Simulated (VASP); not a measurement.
# GaN (F-43m) in VASP: a series of runs, part 2 of 2

VASP 6.6.1. Earlier steps stand in the parts before.

## Step 4: Dielectric tensor, PBEsol

Input file INCAR:

```
PREC = Accurate
ENCUT = 520
EDIFF = 1E-8
ISMEAR = 0
SIGMA = 0.01
LREAL = F
LASPH = T
NELM = 80
ALGO = Normal
ISIF = 2
LWAVE = F
LCHARG = F
GGA = PS
LEPSILON = T
```

Input file KPOINTS:

```
Automatic mesh
0
Gamma
  10 10 10
```

Input file POSCAR:

```
GaN
1.0
    0.0000000000      2.2535006075      2.2535006075
    2.2535006075      0.0000000000      2.2535006075
    2.2535006075      2.2535006075      0.0000000000
Ga N
1 1
Direct
    0.0000000000      0.0000000000      0.0000000000
    0.2500000000      0.2500000000      0.2500000000
```

Potentials or basis: VASP PAW PBE potentials, release 64 (Ga_d, N).

Run with:

```console
$ cat potpaw_PBE.64/Ga_d/POTCAR potpaw_PBE.64/N/POTCAR > POTCAR
$ mpirun -np 1 vasp_std > vasp.out
```

OUTCAR:

```text
PREC = Accurate
   ENCUT = 520
   EDIFF = 1E-8
   ISMEAR = 0
   LREAL = F
   LASPH = T
   NELM = 80
   ISIF = 2
   GGA = PS
   LEPSILON = T

 ion  position               nearest neighbor table
   1  0.000  0.000  0.000-   2 1.95   2 1.95   2 1.95   2 1.95
   2  0.250  0.250  0.250-   1 1.95   1 1.95   1 1.95   1 1.95

  LATTYP: Found a face centered cubic cell.
 ALAT       =     4.5070012150

  Lattice vectors:

 A1 = (   0.0000000000,   2.2535006075,   2.2535006075)
 A2 = (   2.2535006075,   0.0000000000,   2.2535006075)
 A3 = (   2.2535006075,   2.2535006075,   0.0000000000)

Analysis of symmetry for initial positions (statically):
=====================================================================
 Subroutine PRICEL returns:
 Original cell was already a primitive cell.

 Routine SETGRP: Setting up the symmetry group for a
 face centered cubic supercell.

 Subroutine GETGRP returns: Found 24 space group operations
 (whereof 24 operations were pure point group operations)
 out of a pool of 48 trial point group operations.

The static configuration has the point symmetry T_d .

Analysis of symmetry for dynamics (positions and initial velocities):
=====================================================================
 Subroutine PRICEL returns:
 Original cell was already a primitive cell.

 Routine SETGRP: Setting up the symmetry group for a
 face centered cubic supercell.

 Subroutine GETGRP returns: Found 24 space group operations
 (whereof 24 operations were pure point group operations)
 out of a pool of 48 trial point group operations.

The dynamic configuration has the point symmetry T_d .

 Subroutine INISYM returns: Found 24 space group operations
 (whereof 24 operations are pure point group operations),
 and found     1 'primitive' translations

----------------------------------------------------------------------------------------

                                     Primitive cell

  volume of cell :      22.8877

  direct lattice vectors                    reciprocal lattice vectors
     0.000000000  2.253500607  2.253500607    -0.221877020  0.221877020  0.221877020
     2.253500607  0.000000000  2.253500607     0.221877020 -0.221877020  0.221877020
     2.253500607  2.253500607  0.000000000     0.221877020  0.221877020 -0.221877020

  length of vectors
     3.186931122  3.186931122  3.186931122     0.384302272  0.384302272  0.384302272

  position of ions in fractional coordinates (direct lattice)
     0.000000000  0.000000000  0.000000000
     0.250000000  0.250000000  0.250000000

  ion indices of the primitive-cell ions
   primitive index   ion index
                 1           1
                 2           2

[... 492 lines left out ...]
      3      -8.0265      2.00000
      4      -8.0257      2.00000
      5      -7.8672      2.00000
      6      -7.0134      2.00000
      7       0.0959      2.00000
      8       2.6440      2.00000
      9       2.9736      2.00000
     10       9.4954      0.00000
     11      12.2256      0.00000
     12      15.8157      0.00000
     13      17.9220      0.00000

 [... further k-points ...]

  FORCE on cell =-STRESS in cart. coord.  units (eV):
  Direction    XX          YY          ZZ          XY          YZ          ZX
  --------------------------------------------------------------------------------------
  -------------------------------------------------------------------------------------
  Total       -0.1879812     -0.1879812     -0.1879812      0.0000000     -0.0000000      0.0000000
  in kB      -13.1589699    -13.1589699    -13.1589699      0.0000000     -0.0000000      0.0000000
  external PRESSURE =     -13.1589699 kB  Pullay stress =       0.0000000 kB

 VOLUME and BASIS-vectors are now :
 -----------------------------------------------------------------------------
  energy-cutoff  :      520.00
  volume of cell :       22.89
      direct lattice vectors                 reciprocal lattice vectors
     0.000000000  2.253500607  2.253500607    -0.221877020  0.221877020  0.221877020
     2.253500607  0.000000000  2.253500607     0.221877020 -0.221877020  0.221877020
     2.253500607  2.253500607  0.000000000     0.221877020  0.221877020 -0.221877020

 POSITION                                       TOTAL-FORCE (eV/Angst)
 -----------------------------------------------------------------------------------
      0.00000      0.00000      0.00000        -0.000000     -0.000000     -0.000000
      1.12675      1.12675      1.12675         0.000000      0.000000      0.000000
 -----------------------------------------------------------------------------------
    total drift:                                0.000001      0.000001      0.000001

  FREE ENERGIE OF THE ION-ELECTRON SYSTEM (eV)
  ---------------------------------------------------
  free  energy   TOTEN  =       -13.1219586071 eV

  energy  without entropy=      -13.1219586071  energy(sigma->0) =      -13.12195861

 HEAD OF MICROSCOPIC STATIC DIELECTRIC TENSOR (INDEPENDENT PARTICLE, excluding Hartree and local field effects)
 ------------------------------------------------------
           6.265073     0.000000    -0.000000
          -0.000000     6.265073     0.000000
           0.000000    -0.000000     6.265073
 ------------------------------------------------------

 Free energy of the ion-electron system (eV)
  ---------------------------------------------------
  ---------------------------------------------------
  free energy    TOTEN  =        -0.34320442 eV

  energy without entropy =       -0.34320442

------------------------ aborting loop because EDIFF is reached ----------------------------------------

--------------------------------------- Ionic step        2  -------------------------------------------

------------------------ aborting loop because EDIFF is reached ----------------------------------------

--------------------------------------- Ionic step        3  -------------------------------------------

 Free energy of the ion-electron system (eV)
  ---------------------------------------------------
  ---------------------------------------------------
  free energy    TOTEN  =        -0.34320438 eV

  energy without entropy =       -0.34320438

------------------------ aborting loop because EDIFF is reached ----------------------------------------

 PIEZOELECTRIC TENSOR FIELD DIRECTION 3  (e Angst)
 -----------------------------------------------------------------------------
    -0.00102 -1.45335  0.00000           ( -0.00000 -0.10024  0.00000)
    -1.45335 -0.00102  0.00000           ( -0.10024 -0.00000  0.00000)
     0.00000  0.00000  0.00096           (  0.00000  0.00000 -0.00000)

 PIEZOELECTRIC TENSOR FIELD DIRECTION 3  (C/m^2)
 -----------------------------------------------------------------------------
    -0.00071 -1.01737  0.00000
    -1.01737 -0.00071  0.00000
     0.00000  0.00000  0.00067

 MACROSCOPIC STATIC DIELECTRIC TENSOR (including local field effects in DFT)
 ------------------------------------------------------
           6.082825     0.000000    -0.000000
           0.000000     6.082825     0.000000
           0.000000     0.000000     6.082825
 ------------------------------------------------------

 PIEZOELECTRIC TENSOR (including local field effects)  for field in x, y, z        (e  Angst)
          XX          YY          ZZ          XY          YZ          ZX
  --------------------------------------------------------------------------------
  x     0.00000    -0.00000    -0.00000     0.00000    -1.45469     0.00000
  y    -0.00000     0.00000     0.00000     0.00000     0.00000    -1.45469
  z    -0.00000    -0.00000     0.00000    -1.45469     0.00000     0.00000

 PIEZOELECTRIC TENSOR (including local field effects)  for field in x, y, z        (C/m^2)
          XX          YY          ZZ          XY          YZ          ZX
  --------------------------------------------------------------------------------
  x     0.00000    -0.00000    -0.00000     0.00000    -1.01830     0.00000
  y    -0.00000     0.00000     0.00000     0.00000     0.00000    -1.01830
  z    -0.00000    -0.00000     0.00000    -1.01830     0.00000     0.00000

 BORN EFFECTIVE CHARGES (including local field effects) (in |e|, cummulative output)
 ---------------------------------------------------------------------------------
 ion    1
    1     2.65524     0.00000     0.00000
    2    -0.00000     2.65524    -0.00000
    3    -0.00000     0.00000     2.65524
 ion    2
    1    -2.65524     0.00000     0.00000
    2     0.00000    -2.65524     0.00000
    3     0.00000    -0.00000    -2.65524
```

OSZICAR:

```text
N       E                     dE             d eps       ncg     rms          rms(c)
DAV:   1     0.813841716590E+02    0.81384E+02   -0.10060E+04  1342   0.247E+03
DAV:   2    -0.853099000498E+01   -0.89915E+02   -0.85298E+02  1387   0.346E+02
DAV:   3    -0.148297779402E+02   -0.62988E+01   -0.62579E+01  1417   0.847E+01
DAV:   4    -0.149268000160E+02   -0.97022E-01   -0.96966E-01  1439   0.112E+01
[... 12 lines left out ...]
RMM:   8    -0.343203891503E+00    0.11680E-04   -0.16607E-06  9163   0.474E-03    0.431E-04
RMM:   9    -0.343208434894E+00   -0.45434E-05   -0.59629E-07  9053   0.123E-03    0.147E-04
RMM:  10    -0.343204552542E+00    0.38824E-05   -0.21856E-07  9117   0.470E-04    0.275E-05
RMM:  11    -0.343204137245E+00    0.41530E-06   -0.67592E-08  7002   0.153E-04    0.135E-05
RMM:  12    -0.343204382384E+00   -0.24514E-06   -0.40363E-08  4216   0.793E-05    0.251E-06
```

stdout:

```text
POSCAR found type information on POSCAR GaN
 POSCAR found :  2 types and       2 ions
 scaLAPACK will be used
 -----------------------------------------------------------------------------
|                                                                             |
|                                                                             |
|     You enforced a specific xc type in the INCAR file but a different       |
[... 106 lines left out ...]
  Direction:   1
 dielectric tensor                  component  1 :     6.083     1.093     0.563
 Linear response to external field, progress :
  Direction:   2
 dielectric tensor                  component  2 :     0.966     6.083     0.523
 Linear response to external field, progress :
  Direction:   3
 dielectric tensor                  component  3 :     0.770     0.887     6.083
 Born effective charges drift removed
```

It took 2.3 min on 1 thread of Intel Xeon Platinum 8488C (Sapphire Rapids), shared host; peak memory 0.25 GiB.

What came out:

* Band gap on the k mesh: 1.68 eV, direct
* Electronic dielectric tensor (diagonal): 6.08
* Born charges (mean of the diagonal): Ga +2.66; N -2.66 e

Electronic dielectric tensor:
```
6.08 0.00 0.00
0.00 6.08 0.00
0.00 0.00 6.08
```

Born effective charge tensors (e):
atom 1, Ga
```
2.66 0.00 0.00
0.00 2.66 0.00
0.00 0.00 2.66
```
atom 2, N
```
-2.66  0.00  0.00
 0.00 -2.66  0.00
 0.00  0.00 -2.66
```

Caveat: the PAW data sets were made with another functional, which shifts forces and pressure a little.

## Step 5: Elastic constants, LDA

Input file INCAR:

```
SYSTEM = GaN
ALGO = Normal
EDIFF = 1E-8
ENCUT = 600
IBRION = 6
ISIF = 3
ISMEAR = 0
LASPH = .True.
LCHARG = .True.
LREAL = .False.
LWAVE = .False.
NBANDS = 16
NELM = 80
NFREE = 2
NSW = 1
POTIM = 0.015
PREC = Accurate
SIGMA = 0.01
```

Input file KPOINTS:

```
k-points
0
Gamma
  7 7 7
  0 0 0
```

POSCAR is that of step 4.

Potentials or basis: VASP PAW LDA potentials, release 64 (Ga_d, N).

Run with:

```console
$ cat potpaw_LDA.64/Ga_d/POTCAR potpaw_LDA.64/N/POTCAR > POTCAR
$ mpirun -np 1 vasp_std > vasp.out
```

Wall time 3.7 min (1 thread of Intel Xeon Platinum 8488C (Sapphire Rapids), shared host); peak memory 0.21 GiB.

The run converged. Its results:

```
Elastic constants C11, C12, C44                         : 269, 138, 155 GPa
Voigt bulk modulus                                      : 182 GPa
Highest phonon frequency at Γ, LO-TO splitting left out : 529 cm⁻¹
```

Phonon frequencies in cm⁻¹ (negative: imaginary):
```
              q point        frequencies
(0.000, 0.000, 0.000)  0 0 0 529 529 529
```

Elastic tensor in Voigt notation (GPa, in the Cartesian axes of the cell as first typed):
```
269 138 138   0   0   0
138 269 138   0   0   0
138 138 269   0   0   0
  0   0   0 155   0   0
  0   0   0   0 155   0
  0   0   0   0   0 155
```

Clamped-ion elastic tensor (GPa):
```
269 138 138   0   0   0
138 269 138   0   0   0
138 138 269   0   0   0
  0   0   0 188   0   0
  0   0   0   0 188   0
  0   0   0   0   0 188
```

Caveat: the cell is under stress, which shifts elastic constants.

## Step 6: Vibrations by perturbation theory, PBEsol

Input file INCAR:

```
SYSTEM = GaN
PREC     = Accurate       ! precision mode
ENCUT    = 520            ! plane-wave cutoff, eV
EDIFF    = 1E-8           ! SCF threshold, eV
ISMEAR   = 0              ! smearing method
SIGMA    = 0.01           ! smearing width, eV
LREAL    = .FALSE.        ! projectors in reciprocal space
LASPH    = .TRUE.         ! aspherical terms in the spheres
NELM     = 80             ! most SCF steps
ALGO     = Normal         ! electronic algorithm
ISIF     = 2              ! what is computed and relaxed
LWAVE    = .FALSE.        ! write WAVECAR
LCHARG   = .FALSE.        ! write CHGCAR
GGA      = PS             ! functional
IBRION   = 8              ! ionic algorithm
NSW      = 1              ! ionic steps
LEPSILON = .TRUE.         ! dielectric tensor by DFPT
```

Input file KPOINTS:

```
Automatic mesh
0
G
  7 7 7
  0 0 0
```

POSCAR is that of step 5.

Potentials or basis: VASP PAW PBE potentials, release 64 (Ga_d, N).

Run with:

```console
$ cat potpaw_PBE.64/Ga_d/POTCAR potpaw_PBE.64/N/POTCAR > POTCAR
$ mpirun -np 1 vasp_std > vasp.out
```

OUTCAR:

```text
SYSTEM = GaN
   PREC = Accurate
   ENCUT = 520
   EDIFF = 1E-8
   ISMEAR = 0
   LREAL = .FALSE.
   LASPH = .TRUE.
   NELM = 80
   ISIF = 2
   GGA = PS
   IBRION = 8
   NSW = 1
   LEPSILON = .TRUE.

 ion  position               nearest neighbor table
   1  0.000  0.000  0.000-   2 1.95   2 1.95   2 1.95   2 1.95
   2  0.250  0.250  0.250-   1 1.95   1 1.95   1 1.95   1 1.95

  LATTYP: Found a face centered cubic cell.
[... 642 lines left out ...]
      1.126750  1.126750  1.126750    -0.912459    0.000000   -0.000000
[... 21 lines left out ...]
   6 f/i=    0.004049 THz     0.025440 2PiTHz    0.135058 cm-1     0.016745 meV
             X         Y         Z           dx          dy          dz
      0.000000  0.000000  0.000000    -0.534263    0.732702   -0.101454
      1.126750  1.126750  1.126750    -0.239576    0.328561   -0.045495

--------------------------------------------------------------------------------------------------------

 MACROSCOPIC STATIC DIELECTRIC TENSOR IONIC CONTRIBUTION
 ------------------------------------------------------
           4.714763    -0.000000     0.000000
          -0.000000     4.714763    -0.000000
           0.000000    -0.000000     4.714763
 ------------------------------------------------------

 ELASTIC MODULI CONTR FROM IONIC RELAXATION (kBar)
 Direction    XX          YY          ZZ          XY          YZ          ZX
 --------------------------------------------------------------------------------
 XX          -0.0000     -0.0000     -0.0000      0.0000     -0.0000      0.0000
 YY          -0.0000     -0.0000      0.0000      0.0000     -0.0000      0.0000
 ZZ          -0.0000      0.0000     -0.0000     -0.0000      0.0000      0.0000
 XY           0.0000      0.0000     -0.0000   -337.7999     -0.0000      0.0000
 YZ          -0.0000     -0.0000      0.0000     -0.0000   -337.7999      0.0000
 ZX           0.0000      0.0000      0.0000      0.0000      0.0000   -337.7999
 --------------------------------------------------------------------------------

 PIEZOELECTRIC TENSOR IONIC CONTR  for field in x, y, z        (C/m^2)
          XX          YY          ZZ          XY          YZ          ZX
  --------------------------------------------------------------------------------
  x     0.00000     0.00000    -0.00000     0.00000     1.18750    -0.00000
  y    -0.00000    -0.00000    -0.00000    -0.00000    -0.00000     1.18750
  z    -0.00000    -0.00000     0.00000     1.18750     0.00000    -0.00000
```

stdout:

```text
POSCAR found type information on POSCAR GaN
 POSCAR found :  2 types and       2 ions
 scaLAPACK will be used
 -----------------------------------------------------------------------------
|                                                                             |
|                                                                             |
[... 81 lines left out ...]
 first order change of Fermi-energy   0.46460E+00
 force on displaced ion       1 direction 1 : -11.987  -0.000  -0.000
 Born effective charge ion    1 direction 1 :   2.648   0.000   0.000
 Linear response progress:
 first order change of Fermi-energy  -0.46421E+00
 force on displaced ion       2 direction 1 : -11.970  -0.000  -0.000
 Born effective charge ion    2 direction 1 :  -2.698   0.000   0.000
 Born effective charges drift removed
 Linear response finished
```

Run time: 2 min. Hardware: 1 thread of Intel Xeon Platinum 8488C (Sapphire Rapids), shared host; peak memory 0.18 GiB.

Results:

```
Electronic dielectric tensor (diagonal)                 : 6.53
Born charges (mean of the diagonal)                     : Ga +2.67; N -2.67 e
Highest phonon frequency at Γ, LO-TO splitting left out : 528 cm⁻¹
```

Phonon frequencies in cm⁻¹ (negative: imaginary):
| q point | frequencies |
| --- | --- |
| (0.000, 0.000, 0.000) | 0 0 0 528 528 528 |

Electronic dielectric tensor:
```
6.53 0.00 0.00
0.00 6.53 0.00
0.00 0.00 6.53
```

Born effective charge tensors (e):
atom 1, Ga
```
2.67 0.00 0.00
0.00 2.67 0.00
0.00 0.00 2.67
```
atom 2, N
```
-2.67  0.00  0.00
 0.00 -2.67  0.00
 0.00  0.00 -2.67
```

Caveat: the cell wasn't relaxed at this level first, which shifts response properties; the PAW data sets were made with another functional, which shifts forces and pressure a little.

## Step 7: Elastic constants, PBEsol

Input file INCAR:

```
PREC = Accurate ; ENCUT = 600
EDIFF = 1E-8 ; ISMEAR = 0
SIGMA = 0.01 ; LREAL = False
LASPH = True ; NELM = 60
ALGO = Normal ; ISIF = 3
LWAVE = False ; LCHARG = True
GGA = PS ; IBRION = 6
NFREE = 2 ; POTIM = 0.015
NSW = 1
```

Input file KPOINTS:

```
Automatic mesh
0
Gamma
  7 7 7
```

POSCAR is that of step 6.

Run with:

```console
$ cat potpaw_PBE.64/Ga_d/POTCAR potpaw_PBE.64/N/POTCAR > POTCAR
$ mpirun -np 1 vasp_std > vasp.out
```

Wall time 5.2 min (1 thread of Intel Xeon Platinum 8488C (Sapphire Rapids), shared host); peak memory 0.21 GiB.

The run converged. Its results:

```yaml
Elastic_constants_C11_C12_C44: 265, 141, 152 GPa
Voigt_bulk_modulus: 183 GPa
Highest_phonon_frequency_at_Γ_LO-TO_splitting_left_out: 528 cm⁻¹
```

Phonon frequencies in cm⁻¹ (negative: imaginary):
| q point | frequencies |
| --- | --- |
| (0.000, 0.000, 0.000) | 0 0 0 528 528 528 |

Elastic tensor in Voigt notation (GPa, in the Cartesian axes of the cell as first typed):
```
265 141 141   0   0   0
141 265 141   0   0   0
141 141 265   0   0   0
  0   0   0 152   0   0
  0   0   0   0 152   0
  0   0   0   0   0 152
```

Clamped-ion elastic tensor (GPa):
```
265 141 141   0   0   0
141 265 141   0   0   0
141 141 265   0   0   0
  0   0   0 188   0   0
  0   0   0   0 188   0
  0   0   0   0   0 188
```

Caveat: the cell is under stress, which shifts elastic constants; the PAW data sets were made with another functional, which shifts forces and pressure a little.
